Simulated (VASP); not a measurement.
Os:

```xyz
1
Lattice="0.0000 1.9450 1.9450 1.9450 0.0000 1.9450 1.9450 1.9450 0.0000" Properties=species:S:1:pos:R:3 pbc="T T T"
Os    0.0000    0.0000    0.0000
```

```yaml
Program: VASP 6.6.1
Task: relaxation of cell and atoms
Functional: PBEsol
Potentials_or_basis: VASP PAW PBE potentials, release 64 (Os)
Cutoff: 600 eV
k_mesh: 20 × 20 × 20
Occupations: fermi-dirac, width 0.1 eV
Spin: no spin polarisation
```

At the start: pressure -19.8 GPa; volume 14.72 Å³/atom.

Question: How do energy, volume and symmetry change on relaxing?

Answer: Over 5 steps the energy falls by 48.5 meV/atom and the volume is 13.97 Å³/atom (-5.1 %); space group Fm-3m (No. 225, to 0.05 Å).

Step by step:
```
step  energy change (eV)  largest force (eV/Å)  pressure (GPa)  volume (Å³)
   1              0.0000                0.0000          -19.81        14.72
   2              1.1211                0.0000          165.77        11.17
   3             -0.0479                0.0000           -2.28        14.05
   4             -0.0484                0.0000           -0.66        13.99
   5             -0.0485                0.0000           -0.01        13.97
```

Final structure:
```yaml
crystal:
  lattice:
    - [0.00000, 1.91165, 1.91165]
    - [1.91165, 0.00000, 1.91165]
    - [1.91165, 1.91165, 0.00000]
  atoms:
    - { symbol: Os, position: [0.00000, 0.00000, 0.00000] }
```

Caveat: the PAW data sets were made with another functional, which shifts forces and pressure a little.
